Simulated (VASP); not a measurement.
# Cd (P6_3/mmc) in VASP: further runs

Cd is run at these levels: PBE; tasks: single point.

Everything below comes from runs of VASP 6.6.1. Logs are shortened: lines on timing, memory, paths and dates and some standing lists are left out, and cuts for length are marked.

## (1) The cell of the first run

It takes space group P6_3/mmc (No. 194, hexagonal). Conventional cell: a = 3.001 Å, b = 3.001 Å, c = 5.926 Å, α = 90.00°, β = 90.00°, γ = 120.00°. Cd (site symmetry -6m2) has 12 Cd at 3.00 to 3.43 Å within 4.0 Å.

## (2) Single point, PBE

INCAR

```
PREC = Accurate ; ENCUT = 520
EDIFF = 1E-7 ; ISMEAR = 1
SIGMA = 0.3 ; LREAL = False
LASPH = True ; NELM = 60
ALGO = Normal ; ISIF = 2
LWAVE = False ; LCHARG = True
GGA = PE ; LELF = True
LVHAR = True ; NBANDS = 19
```

KPOINTS

```
regular mesh
0
Gamma
  12 12 6
```

POSCAR

```
Cd
1.0
    3.0007103730      0.0000000000      0.0000000000
   -1.5003551865      2.5986914124      0.0000000000
    0.0000000000      0.0000000000      5.9261569577
Cd
2
Direct
    0.3333333333      0.6666666667      0.2500000000
    0.6666666667      0.3333333333      0.7500000000
```

Potentials or basis: VASP PAW PBE potentials, release 64 (Cd).

On the command line:

```sh
cat potpaw_PBE.64/Cd/POTCAR > POTCAR
mpirun -np 1 vasp_std > vasp.out
```

OUTCAR:

```text
PREC = Accurate
   ENCUT = 520
   EDIFF = 1E-7
   ISMEAR = 1
   LREAL = False
   LASPH = True
   NELM = 60
   ISIF = 2
   GGA = PE

 ion  position               nearest neighbor table
   1  0.333  0.667  0.250-   2 3.43   2 3.43   2 3.43   2 3.43   2 3.43   2 3.43
   2  0.667  0.333  0.750-   1 3.43   1 3.43   1 3.43   1 3.43   1 3.43   1 3.43

  LATTYP: Found a hexagonal cell.
 ALAT       =     3.0007103730
 C/A-ratio  =     1.9749180098

  Lattice vectors:

 A1 = (   3.0007103730,   0.0000000000,   0.0000000000)
 A2 = (  -1.5003551865,   2.5986914124,   0.0000000000)
 A3 = (   0.0000000000,   0.0000000000,   5.9261569577)

Analysis of symmetry for initial positions (statically):
=====================================================================
 Subroutine PRICEL returns:
 Original cell was already a primitive cell.

 Routine SETGRP: Setting up the symmetry group for a
 hexagonal supercell.

 Subroutine GETGRP returns: Found 24 space group operations
 (whereof 12 operations were pure point group operations)
 out of a pool of 24 trial point group operations.

The static configuration has the point symmetry D_3d.
 The point group associated with its full space group is D_6h.

Analysis of symmetry for dynamics (positions and initial velocities):
=====================================================================
 Subroutine PRICEL returns:
 Original cell was already a primitive cell.

 Routine SETGRP: Setting up the symmetry group for a
 hexagonal supercell.

 Subroutine GETGRP returns: Found 24 space group operations
 (whereof 12 operations were pure point group operations)
 out of a pool of 24 trial point group operations.

The dynamic configuration has the point symmetry D_3d.
 The point group associated with its full space group is D_6h.

 Subroutine INISYM returns: Found 24 space group operations
 (whereof 12 operations are pure point group operations),
 and found     1 'primitive' translations

----------------------------------------------------------------------------------------

                                     Primitive cell

  volume of cell :      46.2117

  direct lattice vectors                    reciprocal lattice vectors
     3.000710373  0.000000000  0.000000000     0.333254422  0.192404530  0.000000000
    -1.500355186  2.598691412  0.000000000     0.000000000  0.384809060  0.000000000
     0.000000000  0.000000000  5.926156958     0.000000000  0.000000000  0.168743421

  length of vectors
     3.000710373  3.000710373  5.926156958     0.384809060  0.384809060  0.168743421

  position of ions in fractional coordinates (direct lattice)
     0.333333333  0.666666667  0.250000000
     0.666666667  0.333333333  0.750000000

  ion indices of the primitive-cell ions
   primitive index   ion index
                 1           1
                 2           2

----------------------------------------------------------------------------------------

 KPOINTS: regular mesh

Automatic generation of k-mesh.
 Grid dimensions read from file:
 generate k-points for:   12   12    6

 Generating k-lattice:

  Cartesian coordinates                     Fractional coordinates (reciprocal lattice)
     0.027771202  0.016033711  0.000000000     0.083333333  0.000000000  0.000000000
     0.000000000  0.032067422  0.000000000     0.000000000  0.083333333  0.000000000
     0.000000000  0.000000000  0.028123904     0.000000000  0.000000000  0.166666667

  Length of vectors
     0.032067422  0.032067422  0.028123904

  Shift w.r.t. Gamma in fractional coordinates (k-lattice)
     0.000000000  0.000000000  0.000000000

 Subroutine IBZKPT returns following result:
 ===========================================

 Found     76 irreducible k-points:

 Following reciprocal coordinates:
            Coordinates               Weight
  0.000000  0.000000  0.000000      1.000000
  0.083333 -0.000000  0.000000      6.000000
  0.166667  0.000000  0.000000      6.000000
  0.250000  0.000000  0.000000      6.000000
  0.333333  0.000000  0.000000      6.000000
  0.416667  0.000000  0.000000      6.000000
[... 16 lines left out ...]
  0.250000  0.000000  0.166667     12.000000
  0.333333  0.000000  0.166667     12.000000
 [... further k-points ...]
   k-points           NKPTS =     76   k-points in BZ     NKDIM =     76   number of bands    NBANDS=     19
   number of dos      NEDOS =    301   number of ions     NIONS =      2
   total plane-waves  NPLWV =  27648
   dimension x,y,z NGX =    24 NGY =   24 NGZ =   48
   dimension x,y,z NGXF=    48 NGYF=   48 NGZF=   96
   ions per type =               2
   NGX,Y,Z   is equivalent  to a cutoff of  13.30, 13.30, 13.47 a.u.
   NGXF,Y,Z  is equivalent  to a cutoff of  26.59, 26.59, 26.93 a.u.
 SYSTEM =  unknown system
   PREC   = accura    normal or accurate (medium, high low for compatibility)
   ISTART =      0    job   : 0-new  1-cont  2-samecut
   ICHARG =      2    charge: 1-file 2-atom 10-const
   ISPIN  =      1    spin polarized calculation?
   LNONCOLLINEAR =      F non collinear calculations
   LSORBIT =      F    spin-orbit coupling
   LASPH  =      T    aspherical Exc in radial PAW
   ENCUT  =  520.0 eV  38.22 Ry    6.18 a.u.   5.58  5.58 11.02*2*pi/ulx,y,z
   NELM   =     60;   NELMIN=  2; NELMDL= -5     # of ELM steps
   EDIFF  = 0.1E-06   stopping-criterion for ELM
   LREAL  =      F    real-space projection
   EDIFFG = 0.1E-05   stopping-criterion for IOM
   NSW    =      0    number of steps for IOM
   IBRION =     -1    ionic relax: 0-MD 1-quasi-New 2-CG
   NFREE  =      0    steps in history (QN), initial steepest desc. (CG)
   ISIF   =      2    stress and relaxation
   ISYM   =      2    0-nonsym 1-usesym 2-fastsym
   POTIM  = 0.5000    time-step for ionic-motion
   TEBEG  =    0.0;   TEEND  =   0.0 temperature during run
   PSTRESS=    0.0 pullay stress
   NELECT =      24.0000    total number of electrons
   NUPDOWN=      -1.0000    fix difference up-down
   EMIN   =  10.00;   EMAX   =-10.00  energy-range for DOS
   EFERMI =   0.00;   METHOD = LEGACY
   ISMEAR =     1;   SIGMA  =   0.30  broadening in eV -4-tet -1-fermi 0-gaus
   EFERMI_NEDOS =   21; number of points for ismear=-14 and -15
   IALGO  =     38    algorithm
   IMIX   =      4    mixing-type and parameters
     AMIX     =   0.40;   BMIX     =  1.00
     AMIX_MAG =   1.60;   BMIX_MAG =  1.00
  volume/ion in A,a.u.               =      23.11       155.93
  Fermi-wavevector in a.u.,A,eV,Ry     =   1.315915  2.486719 23.560298  1.731633
  Thomas-Fermi vector in A             =   2.446064
   LORBIT       =      0    0 simple, 1 ext, 2 COOP (PROOUT), +10 PAW based schemes
   GGA     = PE    functional components
   LHFCALC =     F    Hartree Fock is set to
   AEXX    =    0.0000 exact exchange contribution
   IVDW    =     0    specifies the selected vdW correction
   LEPSILON=     F    determine dielectric tensor
   LRPA    =     F    only Hartree local field effects (RPA)
 non-spin polarized calculation
 Methfessel and Paxton  Order N= 1 SIGMA  =   0.30
  energy-cutoff  :      520.00
  volume of cell :       46.21
 maximum number of plane-waves:      1271
 NGX is ok and might be reduce to    24
   NGX = 11   NGY = 11   NGZ = 23

 number of electron      24.0000002 magnetization

 Free energy of the ion-electron system (eV)
  ---------------------------------------------------
  ext. energy  EPLUGINS =         0.00000000
  ---------------------------------------------------
  free energy    TOTEN  =        -1.50279394 eV

  energy without entropy =       -1.50596687  energy(sigma->0) =       -1.50385158

 E-fermi :   2.5091     XC(G=0): -10.6640

 val. band max:        2.4435172794   @ k =   0.1667   0.0833   0.1667
 cond. band min:       2.5840498910   @ k =   0.5000   0.0000   0.5000
 fundamental gap:      0.1405326116
 Fermi energy:         2.5091184958

 k-point     1 :       0.0000    0.0000    0.0000
  band No.  band energies     occupation
      1      -7.1950      2.00000
      2      -7.0214      2.00000
      3      -6.6360      2.00000
      4      -6.6360      2.00000
      5      -6.6021      2.00000
      6      -6.6021      2.00000
[... 11 lines left out ...]
     18      17.4195      0.00000
     19      18.1583      0.00000

 k-point     2 :       0.0833   -0.0000    0.0000
  band No.  band energies     occupation
      1      -7.1272      2.00000
      2      -6.9610      2.00000
      3      -6.6600      2.00000
      4      -6.6245      2.00000
      5      -6.5752      2.00000
      6      -6.5428      2.00000
[... 11 lines left out ...]
     18      16.7559      0.00000
     19      18.4628      0.00000

 k-point     3 :       0.1667    0.0000    0.0000
  band No.  band energies     occupation
      1      -7.0184      2.00000
      2      -6.8631      2.00000
      3      -6.7080      2.00000
      4      -6.6031      2.00000
      5      -6.4056      2.00000
      6      -6.3776      2.00000
[... 11 lines left out ...]
     18      16.1324      0.00000
     19      16.3899      0.00000

 k-point     4 :       0.2500    0.0000    0.0000
  band No.  band energies     occupation
      1      -7.0799      2.00000
      2      -6.9264      2.00000
      3      -6.5879      2.00000
      4      -6.5585      2.00000
      5      -6.4160      2.00000
      6      -6.3373      2.00000
[... 11 lines left out ...]
     18      14.4246      0.00000
     19      15.7443      0.00000

 k-point     5 :       0.3333    0.0000    0.0000
  band No.  band energies     occupation
      1      -7.2066      2.00000
      2      -7.0608      2.00000
      3      -6.7751      2.00000
      4      -6.4774      2.00000
      5      -6.4225      2.00000
      6      -6.2883      2.00000
[... 11 lines left out ...]
     18      15.2678      0.00000
     19      15.4307      0.00000

 k-point     6 :       0.4167    0.0000    0.0000
  band No.  band energies     occupation
      1      -7.3066      2.00000
      2      -7.1628      2.00000
      3      -6.9186      2.00000
      4      -6.5752      2.00000
      5      -6.3282      2.00000
      6      -6.3079      2.00000
[... 11 lines left out ...]
     18      15.1293      0.00000
     19      15.2418      0.00000

 k-point     7 :       0.5000    0.0000    0.0000
  band No.  band energies     occupation
      1      -7.3436      2.00000
      2      -7.2001      2.00000
      3      -6.9683      2.00000
      4      -6.6104      2.00000
      5      -6.3425      2.00000
      6      -6.2664      2.00000
[... 11 lines left out ...]
     18      14.8487      0.00000
     19      15.1792      0.00000

 k-point     8 :       0.0833    0.0833    0.0000
  band No.  band energies     occupation
      1      -7.0162      2.00000
      2      -6.8747      2.00000
      3      -6.7001      2.00000
      4      -6.6656      2.00000
      5      -6.4443      2.00000
      6      -6.4397      2.00000
[... 256 lines left out ...]
 k-point    20 :       0.0000    0.0000    0.1667
  band No.  band energies     occupation
      1      -7.1833      2.00000
      2      -7.0328      2.00000
      3      -6.6358      2.00000
      4      -6.6358      2.00000
      5      -6.6061      2.00000
      6      -6.6061      2.00000
[... 11 lines left out ...]
     18      17.5265      0.00000
     19      18.0075      0.00000

 k-point    21 :       0.0833   -0.0000    0.1667
  band No.  band energies     occupation
      1      -7.1156      2.00000
      2      -6.9709      2.00000
      3      -6.6602      2.00000
      4      -6.6291      2.00000
      5      -6.5754      2.00000
      6      -6.5469      2.00000
[... 11 lines left out ...]
     18      17.2181      0.00000
     19      17.7741      0.00000

 k-point    22 :       0.1667    0.0000    0.1667
  band No.  band energies     occupation
      1      -7.0079      2.00000
      2      -6.8727      2.00000
      3      -6.7034      2.00000
      4      -6.6185      2.00000
      5      -6.4074      2.00000
      6      -6.3822      2.00000
[... 11 lines left out ...]
     18      16.2873      0.00000
     19      17.3397      0.00000

 k-point    23 :       0.2500    0.0000    0.1667
  band No.  band energies     occupation
      1      -7.0696      2.00000
      2      -6.9361      2.00000
      3      -6.6559      2.00000
      4      -6.4969      2.00000
      5      -6.4636      2.00000
      6      -6.2834      2.00000
[... 11 lines left out ...]
     18      15.1243      0.00000
     19      15.8350      0.00000

 k-point    24 :       0.3333    0.0000    0.1667
  band No.  band energies     occupation
      1      -7.1958      2.00000
      2      -7.0704      2.00000
      3      -6.7973      2.00000
      4      -6.5606      2.00000
      5      -6.3538      2.00000
      6      -6.2694      2.00000
[... 11 lines left out ...]
     18      14.0219      0.00000
     19      15.3920      0.00000

 [... further k-points ...]

------------------------ aborting loop because EDIFF is reached ----------------------------------------

  FORCE on cell =-STRESS in cart. coord.  units (eV):
  Direction    XX          YY          ZZ          XY          YZ          ZX
  --------------------------------------------------------------------------------------
  -------------------------------------------------------------------------------------
  Total        0.0501299      0.0501299      0.0638378      0.0000000     -0.0000000      0.0000000
  in kB        1.7380216      1.7380216      2.2132822      0.0000000     -0.0000000      0.0000000
  external PRESSURE =       1.8964418 kB  Pullay stress =       0.0000000 kB

 VOLUME and BASIS-vectors are now :
 -----------------------------------------------------------------------------
  energy-cutoff  :      520.00
  volume of cell :       46.21
      direct lattice vectors                 reciprocal lattice vectors
     3.000710373  0.000000000  0.000000000     0.333254422  0.192404530  0.000000000
    -1.500355186  2.598691412  0.000000000     0.000000000  0.384809060  0.000000000
     0.000000000  0.000000000  5.926156958     0.000000000  0.000000000  0.168743421

 POSITION                                       TOTAL-FORCE (eV/Angst)
 -----------------------------------------------------------------------------------
     -0.00000      1.73246      1.48154        -0.000000      0.000000      0.000000
      1.50036      0.86623      4.44462         0.000000     -0.000000      0.000000
 -----------------------------------------------------------------------------------
    total drift:                               -0.000000      0.000000     -0.000000

  FREE ENERGIE OF THE ION-ELECTRON SYSTEM (eV)
  ---------------------------------------------------
  free  energy   TOTEN  =        -1.5027939438 eV

  energy  without entropy=       -1.5059668666  energy(sigma->0) =       -1.50385158
```

Wall time 32 s (1 thread of Intel Xeon Platinum 8259CL at 2.50GHz (Skylake/Cascade Lake), shared host); peak memory 0.2 GiB.

What came out:

* Free energy: -1.5028 eV
* Pressure: 0.2 GPa
* Band gap on the k mesh: zero (band 12 reaches 3.75 eV, above the bottom of band 13 at -0.36 eV)

Levels at points of the mesh, in eV from the Fermi level:
```csv
k point,band 10,band 11,band 12,band 13,band 14,band 15
"(0.00, 0.00, 0.00)",-8.45,-8.39,-3.53,-2.87,9.02,13.15
"(0.50, 0.00, 0.00)",-8.15,-2.03,-1.62,1.64,2.66,3.00
"(0.00, 0.00, 0.50)",-8.52,-7.07,-7.07,2.86,2.86,14.87
"(0.50, 0.00, 0.50)",-8.15,-1.30,-1.30,0.07,0.07,7.34
```

## (3) Single point, PBE

INCAR

```
SYSTEM = Cd
PREC = Accurate
ENCUT = 520
EDIFF = 1E-6
ISMEAR = 1
SIGMA = 0.6
LREAL = .False.
LASPH = .True.
NELM = 100
ALGO = Normal
ISIF = 2
LWAVE = .False.
LCHARG = .True.
GGA = PE
LELF = .True.
LVHAR = .True.
NBANDS = 19
```

KPOINTS

```
regular mesh
0
Gamma
  12 12 6
  0 0 0
```

POSCAR is that of step 2.

Potentials or basis: VASP PAW PBE potentials, release 64 (Cd).

On the command line:

```sh
cat potpaw_PBE.64/Cd/POTCAR > POTCAR
mpirun -np 1 vasp_std > vasp.out
```

It took 31 s on 1 thread of Intel Xeon Platinum 8259CL at 2.50GHz (Skylake/Cascade Lake), shared host; peak memory 0.2 GiB.

The run converged. Its results:

```yaml
Free_energy: -1.4962 eV
Pressure: 0.2 GPa
Band_gap_on_the_k_mesh: zero (band 12 reaches 3.75 eV, above the bottom of band 13 at -0.36 eV)
```

Stress tensor (GPa, compression positive):
```
 0.37  0.00  0.00
 0.00  0.37  0.00
 0.00  0.00 -0.06
```

Levels at points of the mesh, in eV from the Fermi level:
| k point | band 10 | band 11 | band 12 | band 13 | band 14 | band 15 |
| --- | --- | --- | --- | --- | --- | --- |
| (0.00, 0.00, 0.00) | -8.46 | -8.41 | -3.55 | -2.89 | 9.00 | 13.13 |
| (0.50, 0.00, 0.00) | -8.16 | -2.05 | -1.63 | 1.62 | 2.64 | 2.98 |
| (0.00, 0.00, 0.50) | -8.54 | -7.09 | -7.09 | 2.84 | 2.84 | 14.85 |
| (0.50, 0.00, 0.50) | -8.17 | -1.32 | -1.32 | 0.06 | 0.06 | 7.32 |

## (4) Single point, PBE

INCAR

```
SYSTEM = Cd
ALGO = Normal
EDIFF = 1E-6
ENCUT = 520
GGA = PE
ISIF = 2
ISMEAR = 1
LASPH = .TRUE.
LCHARG = .FALSE.
LREAL = .FALSE.
LWAVE = .FALSE.
NBANDS = 19
NELM = 60
PREC = Accurate
SIGMA = 1.0
```

KPOINTS

```
k-points
0
G
  12 12 6
  0 0 0
```

POSCAR is that of step 3.

On the command line:

```sh
cat potpaw_PBE.64/Cd/POTCAR > POTCAR
mpirun -np 1 vasp_std > vasp.out
```

Run time: 29 s. Hardware: 1 thread of Intel Xeon Platinum 8259CL at 2.50GHz (Skylake/Cascade Lake), shared host; peak memory 0.2 GiB.

It converged, with:

```yaml
Free_energy: -1.4825 eV
Pressure: 0.4 GPa
Band_gap_on_the_k_mesh: zero (band 12 reaches 3.75 eV, above the bottom of band 13 at -0.36 eV)
```

Stress tensor (GPa, compression positive):
```
 0.72  0.00  0.00
 0.00  0.72  0.00
 0.00  0.00 -0.35
```

Levels at points of the mesh, in eV from the Fermi level:
| k point | band 10 | band 11 | band 12 | band 13 | band 14 | band 15 |
| --- | --- | --- | --- | --- | --- | --- |
| (0.00, 0.00, 0.00) | -8.44 | -8.39 | -3.53 | -2.87 | 9.03 | 13.16 |
| (0.50, 0.00, 0.00) | -8.14 | -2.03 | -1.61 | 1.64 | 2.66 | 3.01 |
| (0.00, 0.00, 0.50) | -8.51 | -7.07 | -7.07 | 2.87 | 2.87 | 14.87 |
| (0.50, 0.00, 0.50) | -8.14 | -1.30 | -1.30 | 0.08 | 0.08 | 7.34 |

(Part 1 of 2 ends here.)
